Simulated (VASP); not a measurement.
A run of VASP 6.6.1 is set up as follows.

INCAR

```
PREC = Accurate ; ENCUT = 520
EDIFF = 1E-6 ; ISMEAR = 0
SIGMA = 0.15 ; LREAL = F
LASPH = T ; NELM = 60
ALGO = Normal ; ISIF = 2
LWAVE = F ; LCHARG = F
NBANDS = 8
```

KPOINTS

```
Automatic mesh
0
Gamma
  21 21 20
```

Contents of POSCAR:

```
Si
1.0
    2.6205428149      0.0000000000      0.0000000000
   -1.3102714075      2.2694566494      0.0000000000
    0.0000000000      0.0000000000      2.5280132497
Si
1
Direct
    0.0000000000      0.0000000000      0.0000000000
```

Potentials or basis: VASP PAW LDA potentials, release 64 (Si).

Launch:

```console
$ cat potpaw_LDA.64/Si/POTCAR > POTCAR
$ mpirun -np 1 vasp_std > vasp.out
```

Predict the band gap on the k mesh.

zero (band 2 reaches 16.42 eV, above the bottom of band 3 at 4.96 eV).

What does it give for the pressure?

-3.5 GPa.

Stress tensor (GPa, compression positive):
```
-1.07  0.00  0.00
 0.00 -1.07  0.00
 0.00  0.00 -8.47
```

Caveat: the cell differs from its parent crystal (strain +0.000 along x and y, +0.025 along z).
